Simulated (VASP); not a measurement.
# Ta (Im-3m) in VASP: settings compared

The runs below take Ta through relaxation of cell and atoms, single point, with RPBE+D3(BJ), RPBE+D4, BLYP.

Everything below comes from runs of VASP 6.6.1. Logs are shortened: lines on timing, memory, paths and dates and some standing lists are left out, and cuts for length are marked.

### 1 The cell of the first run

The structure is cubic, space group Im-3m (No. 229). The conventional cell has a = 3.303 Å, b = 3.303 Å, c = 3.303 Å, α = 90.00°, β = 90.00°, γ = 90.00°. Within 3.8 Å of Ta (site symmetry m-3m) lie 14 Ta at 2.86 to 3.30 Å.

### 2 Relaxation of cell and atoms, RPBE+D3(BJ)

The input, INCAR:

```
SYSTEM = Ta
PREC     = Accurate       ! precision mode
ENCUT    = 600            ! plane-wave cutoff, eV
EDIFF    = 1E-7           ! SCF threshold, eV
ISMEAR   = -1             ! smearing method
SIGMA    = 0.05           ! smearing width, eV
LREAL    = .FALSE.        ! projectors in reciprocal space
LASPH    = .TRUE.         ! aspherical terms in the spheres
NELM     = 100            ! most SCF steps
ALGO     = Normal         ! electronic algorithm
ISIF     = 3              ! what is computed and relaxed
LWAVE    = .FALSE.        ! write WAVECAR
LCHARG   = .FALSE.        ! write CHGCAR
GGA      = RP             ! functional
IVDW     = 12             ! dispersion correction
IBRION   = 2              ! ionic algorithm
NSW      = 60             ! ionic steps
EDIFFG   = -0.01          ! ionic threshold
```

The input, KPOINTS:

```
Automatic mesh
0
G
  11 11 11
  0 0 0
```

The input, POSCAR:

```
Ta
1.0
   -1.6512800000      1.6512800000      1.6512800000
    1.6512800000     -1.6512800000      1.6512800000
    1.6512800000      1.6512800000     -1.6512800000
Ta
1
Direct
    0.0000000000      0.0000000000      0.0000000000
```

Potentials or basis: VASP PAW PBE potentials, release 64 (Ta_pv).

Command:

```bash
cat potpaw_PBE.64/Ta_pv/POTCAR > POTCAR
mpirun -np 1 vasp_std > vasp.out
```

OUTCAR:

```text
SYSTEM = Ta
   PREC = Accurate
   ENCUT = 600
   EDIFF = 1E-7
   ISMEAR = -1
   LREAL = .FALSE.
   LASPH = .TRUE.
   NELM = 100
   ISIF = 3
   GGA = RP
   IVDW = 12
   IBRION = 2
   NSW = 60
   EDIFFG = -0.01
 IVDW          = 12

 ion  position               nearest neighbor table
   1  0.000  0.000  0.000-

  LATTYP: Found a body centered cubic cell.
 ALAT       =     3.3025600000

  Lattice vectors:

 A1 = (  -1.6512800000,   1.6512800000,   1.6512800000)
 A2 = (   1.6512800000,  -1.6512800000,   1.6512800000)
 A3 = (   1.6512800000,   1.6512800000,  -1.6512800000)

Analysis of symmetry for initial positions (statically):
=====================================================================
 Subroutine PRICEL returns:
 Original cell was already a primitive cell.

 Routine SETGRP: Setting up the symmetry group for a
 body centered cubic supercell.

 Subroutine GETGRP returns: Found 48 space group operations
 (whereof 48 operations were pure point group operations)
 out of a pool of 48 trial point group operations.

The static configuration has the point symmetry O_h .

Analysis of symmetry for dynamics (positions and initial velocities):
=====================================================================
 Subroutine PRICEL returns:
 Original cell was already a primitive cell.

 Routine SETGRP: Setting up the symmetry group for a
 body centered cubic supercell.

 Subroutine GETGRP returns: Found 48 space group operations
 (whereof 48 operations were pure point group operations)
 out of a pool of 48 trial point group operations.

The dynamic configuration has the point symmetry O_h .

 Subroutine INISYM returns: Found 48 space group operations
 (whereof 48 operations are pure point group operations),
 and found     1 'primitive' translations

----------------------------------------------------------------------------------------

                                     Primitive cell

  volume of cell :      18.0104

  direct lattice vectors                    reciprocal lattice vectors
    -1.651280000  1.651280000  1.651280000     0.000000000  0.302795407  0.302795407
     1.651280000 -1.651280000  1.651280000     0.302795407  0.000000000  0.302795407
     1.651280000  1.651280000 -1.651280000     0.302795407  0.302795407  0.000000000

  length of vectors
     2.860100858  2.860100858  2.860100858     0.428217371  0.428217371  0.428217371

  position of ions in fractional coordinates (direct lattice)
     0.000000000  0.000000000  0.000000000

  ion indices of the primitive-cell ions
   primitive index   ion index
                 1           1

----------------------------------------------------------------------------------------

 KPOINTS: Automatic mesh

Automatic generation of k-mesh.
 Grid dimensions read from file:
 generate k-points for:   11   11   11

 Generating k-lattice:

  Cartesian coordinates                     Fractional coordinates (reciprocal lattice)
     0.000000000  0.027526855  0.027526855     0.090909091  0.000000000  0.000000000
     0.027526855  0.000000000  0.027526855     0.000000000  0.090909091  0.000000000
     0.027526855  0.027526855  0.000000000     0.000000000  0.000000000  0.090909091

  Length of vectors
     0.038928852  0.038928852  0.038928852

  Shift w.r.t. Gamma in fractional coordinates (k-lattice)
     0.000000000  0.000000000  0.000000000

 Subroutine IBZKPT returns following result:
 ===========================================

 Found     56 irreducible k-points:

 Following reciprocal coordinates:
            Coordinates               Weight
  0.000000  0.000000  0.000000      1.000000
  0.090909  0.000000  0.000000     12.000000
  0.181818  0.000000  0.000000     12.000000
  0.272727  0.000000  0.000000     12.000000
  0.363636  0.000000  0.000000     12.000000
  0.454545  0.000000  0.000000     12.000000
[... 16 lines left out ...]
  0.272727  0.181818  0.090909     48.000000
  0.363636  0.181818  0.090909     24.000000
 [... further k-points ...]
   k-points           NKPTS =     56   k-points in BZ     NKDIM =     56   number of bands    NBANDS=      9
   number of dos      NEDOS =    301   number of ions     NIONS =      1
   total plane-waves  NPLWV =  13824
   dimension x,y,z NGX =    24 NGY =   24 NGZ =   24
   dimension x,y,z NGXF=    48 NGYF=   48 NGZF=   48
   ions per type =               1
   NGX,Y,Z   is equivalent  to a cutoff of  13.95, 13.95, 13.95 a.u.
   NGXF,Y,Z  is equivalent  to a cutoff of  27.90, 27.90, 27.90 a.u.
 SYSTEM =  Ta
   PREC   = accura    normal or accurate (medium, high low for compatibility)
   ISTART =      0    job   : 0-new  1-cont  2-samecut
   ICHARG =      2    charge: 1-file 2-atom 10-const
   ISPIN  =      1    spin polarized calculation?
   LNONCOLLINEAR =      F non collinear calculations
   LSORBIT =      F    spin-orbit coupling
   LASPH  =      T    aspherical Exc in radial PAW
   ENCUT  =  600.0 eV  44.10 Ry    6.64 a.u.   5.71  5.71  5.71*2*pi/ulx,y,z
   NELM   =    100;   NELMIN=  2; NELMDL= -5     # of ELM steps
   EDIFF  = 0.1E-06   stopping-criterion for ELM
   LREAL  =      F    real-space projection
   EDIFFG = -.1E-01   stopping-criterion for IOM
   NSW    =     60    number of steps for IOM
   IBRION =      2    ionic relax: 0-MD 1-quasi-New 2-CG
   NFREE  =      1    steps in history (QN), initial steepest desc. (CG)
   ISIF   =      3    stress and relaxation
   ISYM   =      2    0-nonsym 1-usesym 2-fastsym
   POTIM  = 0.5000    time-step for ionic-motion
   TEBEG  =    0.0;   TEEND  =   0.0 temperature during run
   PSTRESS=    0.0 pullay stress
   NELECT =      11.0000    total number of electrons
   NUPDOWN=      -1.0000    fix difference up-down
   EMIN   =  10.00;   EMAX   =-10.00  energy-range for DOS
   EFERMI =   0.00;   METHOD = LEGACY
   ISMEAR =    -1;   SIGMA  =   0.05  broadening in eV -4-tet -1-fermi 0-gaus
   EFERMI_NEDOS =   21; number of points for ismear=-14 and -15
   IALGO  =     38    algorithm
   IMIX   =      4    mixing-type and parameters
     AMIX     =   0.40;   BMIX     =  1.00
     AMIX_MAG =   1.60;   BMIX_MAG =  1.00
  volume/ion in A,a.u.               =      18.01       121.54
  Fermi-wavevector in a.u.,A,eV,Ry     =   1.388988  2.624806 26.249534  1.929286
  Thomas-Fermi vector in A             =   2.513061
   LORBIT       =      0    0 simple, 1 ext, 2 COOP (PROOUT), +10 PAW based schemes
   GGA     = RP    functional components
   LHFCALC =     F    Hartree Fock is set to
   AEXX    =    0.0000 exact exchange contribution
   IVDW    =    12    specifies the selected vdW correction
   LEPSILON=     F    determine dielectric tensor
   LRPA    =     F    only Hartree local field effects (RPA)
 conjugate gradient relaxation of ions
 non-spin polarized calculation
  energy-cutoff  :      600.00
  volume of cell :       18.01
 maximum number of plane-waves:       615
   NGX = 11   NGY = 11   NGZ = 11

--------------------------------------- Ionic step        1  -------------------------------------------

 number of electron      11.0000002 magnetization

 Free energy of the ion-electron system (eV)
  ---------------------------------------------------
  ext. energy  EPLUGINS =         0.00000000
  ---------------------------------------------------
  free energy    TOTEN  =       -11.31053282 eV

  energy without entropy =      -11.30179467  energy(sigma->0) =      -11.30616375

------------------------ aborting loop because EDIFF is reached ----------------------------------------

 Edisp (eV)   -4.82744

 E8    (eV) :    -3.6193

  FORCE on cell =-STRESS in cart. coord.  units (eV):
  Direction    XX          YY          ZZ          XY          YZ          ZX
  --------------------------------------------------------------------------------------
  -------------------------------------------------------------------------------------
  Total      -4.28421    -4.28421    -4.28421     0.00000    -0.00000     0.00000
  in kB    -381.11769  -381.11769  -381.11769     0.00000    -0.00000     0.00000
  external pressure =     -381.12 kB  Pullay stress =        0.00 kB

 VOLUME and BASIS-vectors are now :
 -----------------------------------------------------------------------------
  energy-cutoff  :      600.00
  volume of cell :       18.01
      direct lattice vectors                 reciprocal lattice vectors
    -1.651280000  1.651280000  1.651280000     0.000000000  0.302795407  0.302795407
     1.651280000 -1.651280000  1.651280000     0.302795407  0.000000000  0.302795407
     1.651280000  1.651280000 -1.651280000     0.302795407  0.302795407  0.000000000

 POSITION                                       TOTAL-FORCE (eV/Angst)
 -----------------------------------------------------------------------------------
      0.00000      0.00000      0.00000        -0.000000     -0.000000     -0.000000
 -----------------------------------------------------------------------------------
    total drift:                                0.000000      0.000000     -0.000000

  FREE ENERGIE OF THE ION-ELECTRON SYSTEM (eV)
  ---------------------------------------------------
  free  energy   TOTEN  =       -16.1379715466 eV

  energy  without entropy=      -16.1292333909  energy(sigma->0) =      -16.13360247

--------------------------------------- Ionic step        2  -------------------------------------------

 number of electron      11.0000000 magnetization

 E-fermi :  13.6892     XC(G=0): -16.6083

 val. band max:       13.5607763153   @ k =   0.0909   0.0000   0.0000
 cond. band min:      13.6917474774   @ k =  -0.2727   0.3636   0.1818
 fundamental gap:      0.1309711621
 Fermi energy:        13.6891851596

 k-point     1 :       0.0000    0.0000    0.0000
  band No.  band energies     occupation
      1     -17.2770      2.00000
      2     -17.2770      2.00000
      3     -17.2770      2.00000
      4       4.1956      2.00000
      5      12.6394      2.00000
      6      12.6394      2.00000
      7      12.6394      2.00000
      8      18.9339      0.00000
      9      18.9339      0.00000

 k-point     2 :       0.0909    0.0000    0.0000
  band No.  band energies     occupation
      1     -18.1407      2.00000
      2     -17.5063      2.00000
      3     -17.2969      2.00000
      4       5.1615      2.00000
      5      12.0354      2.00000
      6      12.5252      2.00000
      7      13.5608      1.85757
      8      17.9328      0.00000
      9      18.8807      0.00000
[... 368 lines left out ...]
 POSITION                                       TOTAL-FORCE (eV/Angst)
 -----------------------------------------------------------------------------------
      1.56390      1.56390      1.56390        -0.000000      0.000000     -0.000000
 -----------------------------------------------------------------------------------
    total drift:                               -0.000000     -0.000000      0.000000

  FREE ENERGIE OF THE ION-ELECTRON SYSTEM (eV)
  ---------------------------------------------------
  free  energy   TOTEN  =       -16.5233689639 eV

  energy  without entropy=      -16.5152953511  energy(sigma->0) =      -16.51933216

--------------------------------------- Ionic step        5  -------------------------------------------

 number of electron      11.0000000 magnetization

 Free energy of the ion-electron system (eV)
  ---------------------------------------------------
  ext. energy  EPLUGINS =         0.00000000
  ---------------------------------------------------
  free energy    TOTEN  =       -10.80499489 eV

  energy without entropy =      -10.79671311  energy(sigma->0) =      -10.80085400

 E-fermi :   7.0288     XC(G=0): -13.4761

 val. band max:        7.0143104644   @ k =  -0.3636   0.3636   0.0909
 cond. band min:       7.0377943070   @ k =  -0.1818   0.2727   0.0909
 fundamental gap:      0.0234838425
 Fermi energy:         7.0287989403

 k-point     1 :       0.0000    0.0000    0.0000
  band No.  band energies     occupation
      1     -25.3561      2.00000
      2     -25.3561      2.00000
      3     -25.3561      2.00000
      4      -1.4730      2.00000
      5       7.7558      0.00000
      6       7.7558      0.00000
      7       7.7558      0.00000
      8      11.6725      0.00000
      9      11.6725      0.00000

 k-point     2 :       0.0909    0.0000    0.0000
  band No.  band energies     occupation
      1     -25.5364      2.00000
      2     -25.4087      2.00000
      3     -25.3578      2.00000
      4      -1.0180      2.00000
      5       7.4553      0.00039
      6       7.6535      0.00001
      7       8.2076      0.00000
      8      11.2067      0.00000
      9      11.6680      0.00000
[... 290 lines left out ...]
 POSITION                                       TOTAL-FORCE (eV/Angst)
 -----------------------------------------------------------------------------------
      0.00000      0.00000      0.00000        -0.000000      0.000000     -0.000000
 -----------------------------------------------------------------------------------
    total drift:                               -0.000000      0.000000     -0.000000

  FREE ENERGIE OF THE ION-ELECTRON SYSTEM (eV)
  ---------------------------------------------------
  free  energy   TOTEN  =       -16.5242859683 eV

  energy  without entropy=      -16.5160041882  energy(sigma->0) =      -16.52014508

 reached required accuracy - stopping structural energy minimisation
```

It took 13 s on 1 thread of Intel Xeon 6975P-C (Granite Rapids), shared host; peak memory 0.17 GiB.

What came out:

```yaml
Free_energy: -16.5243 eV
Relaxed_volume: 15.18 Å³/atom
Relaxed_cell: a = 2.702 Å, b = 2.702 Å, c = 2.702 Å, α = 109.47°, β = 109.47°, γ = 109.47°
Space_group_after_relaxing_to_0.05_Å: Im-3m (No. 229)
Energy_gained_by_relaxing: 386.3 meV/atom
Ionic_steps: 5
Pressure_after_relaxing: 0.0 GPa
Dispersion_energy_per_atom: -5.719 eV
```

The path:
| step | energy change (eV) | largest force (eV/Å) | pressure (GPa) | volume (Å³) |
| --- | --- | --- | --- | --- |
| 1 | 0.0000 | 0.0000 | -38.11 | 18.01 |
| 2 | 4.3431 | 0.0000 | 385.54 | 8.99 |
| 3 | -0.3795 | 0.0000 | -6.37 | 15.51 |
| 4 | -0.3854 | 0.0000 | -2.38 | 15.30 |
| 5 | -0.3863 | 0.0000 | 0.02 | 15.18 |

Final structure:
```
Ta
1.0
    -1.55972    1.55972    1.55972
     1.55972   -1.55972    1.55972
     1.55972    1.55972   -1.55972
Ta
1
Direct
  0.00000 0.00000 0.00000
```

Caveat: the volume moved by over 15 % at a fixed basis, so the end points are rough; the PAW data sets were made with another functional, which shifts forces and pressure a little; spin-orbit coupling is left out, which moves the levels of the heavy elements; the volume moved by -16 % from the deposited cell, more than functionals usually miss; pairwise dispersion overbinds metals, which lowers pressure and volume.

### 3 Relaxation of cell and atoms, RPBE+D4

The input, INCAR:

```
  PREC = Accurate
  ENCUT = 600
  EDIFF = 1E-6
  ISMEAR = -1
  SIGMA = 0.05
  LREAL = F
  LASPH = T
  NELM = 60
  ALGO = Normal
  ISIF = 3
  LWAVE = F
  LCHARG = F
  GGA = RP
  IVDW = 13
  IBRION = 2
  NSW = 60
  EDIFFG = -0.01
```

The input, KPOINTS:

```
regular mesh
0
Gamma
  11 11 11
```

POSCAR is that of step 2.

Potentials or basis: VASP PAW PBE potentials, release 64 (Ta_pv).

Command:

```bash
cat potpaw_PBE.64/Ta_pv/POTCAR > POTCAR
mpirun -np 1 vasp_std > vasp.out
```

It took 7.7 s on 1 thread of Intel Xeon 6975P-C (Granite Rapids), shared host; peak memory 0.14 GiB.

The run converged. Its results:

* Free energy: -11.8300 eV
* Relaxed volume: 18.15 Å³/atom
* Relaxed cell: a = 2.868 Å, b = 2.868 Å, c = 2.868 Å, α = 109.47°, β = 109.47°, γ = 109.47°
* Space group after relaxing (to 0.05 Å): Im-3m (No. 229)
* Energy gained by relaxing: 0.7 meV/atom
* Ionic steps: 3
* Pressure after relaxing: 0.0 GPa
* Dispersion energy per atom: -0.515 eV

Step by step:
| step | energy change (eV) | largest force (eV/Å) | pressure (GPa) | volume (Å³) |
| --- | --- | --- | --- | --- |
| 1 | 0.0000 | 0.0000 | 1.56 | 18.01 |
| 2 | 0.0026 | 0.0000 | -3.28 | 18.47 |
| 3 | -0.0007 | 0.0000 | 0.00 | 18.15 |

Final structure:
```xyz
1
Lattice="-1.6556 1.6556 1.6556 1.6556 -1.6556 1.6556 1.6556 1.6556 -1.6556" Properties=species:S:1:pos:R:3 pbc="T T T"
Ta    0.0000    0.0000    0.0000
```

Levels at points of the mesh, in eV from the Fermi level:
| k point | band 3 | band 4 | band 5 | band 6 | band 7 | band 8 |
| --- | --- | --- | --- | --- | --- | --- |
| (0.00, 0.00, 0.00) | -33.12 | -7.88 | 0.76 | 0.76 | 0.76 | 4.01 |

Caveat: the PAW data sets were made with another functional, which shifts forces and pressure a little; spin-orbit coupling is left out, which moves the levels of the heavy elements; pairwise dispersion overbinds metals, which lowers pressure and volume. Zero-point motion and thermal expansion aren't in these numbers.

### 4 Single point, BLYP, non-collinear spin, zero start, spin-orbit coupling

The input, INCAR:

```
SYSTEM = Ta
AGGAC = 1.0
AGGAX = 1.0
ALDAC = 0.0
ALDAX = 1.0
ALGO = Normal
EDIFF = 1E-7
ENCUT = 520
GGA = B5
GGA_COMPAT = .False.
ISIF = 2
ISMEAR = -1
LASPH = .True.
LCHARG = .True.
LMAXMIX = 4
LORBIT = 11
LORBMOM = .True.
LREAL = .False.
LSORBIT = .True.
LVHAR = .True.
LWAVE = .False.
MAGMOM = 0 0 0
NBANDS = 22
NELM = 150
PREC = Accurate
SIGMA = 0.1
```

The input, KPOINTS:

```
k-points
0
Gamma
  11 11 11
  0 0 0
```

POSCAR is that of step 3.

Command:

```bash
cat potpaw_PBE.64/Ta_pv/POTCAR > POTCAR
mpirun -np 1 vasp_ncl > vasp.out
```

It took 34 s on 1 thread of AMD EPYC 9R45 (Zen 5), shared host; peak memory 0.18 GiB.

Results (log left out):

| Item | Value |
| --- | --- |
| Free energy | -11.0165 eV |
| Pressure | 10.1 GPa |
| Net moment | 0.00 μB per cell |
| Valence electrons inside the program's atomic spheres | Ta 8.99 |

Moments on the atoms (μB; x, y, z):
```
Ta  0.00 0.00 0.00
```

Caveat: the PAW data sets were made with another functional, which shifts forces and pressure a little.

### 5 Overview

```tsv
task	level	spin	cell	cutoff (eV)	smearing	gap on the mesh (eV)	pressure (GPa)	relaxed volume (Å³/atom)
relaxation of cell and atoms	RPBE+D3(BJ)	off	relaxed	600	fermi-dirac 0.05 eV	none	0.0	15.18
relaxation of cell and atoms	RPBE+D4	off	relaxed	600	fermi-dirac 0.05 eV	none	0.0	18.15
single point	BLYP	non-collinear, zero start, SOC	as given	520	fermi-dirac 0.1 eV	-	10.1	-
```

Alike in all rows: potentials or basis VASP PAW PBE potentials, release 64 (Ta_pv); k mesh 11 × 11 × 11.

Caveats: the PAW data sets were made with another functional, which shifts forces and pressure a little; spin-orbit coupling is left out, which moves the levels of the heavy elements (some runs); pairwise dispersion overbinds metals, which lowers pressure and volume (some runs); the volume moved by over 15 % at a fixed basis, so the end points are rough (some runs); the volume moved by -16 % from the deposited cell, more than functionals usually miss (some runs).

Absolute energies hang on the potentials; compare differences alone.
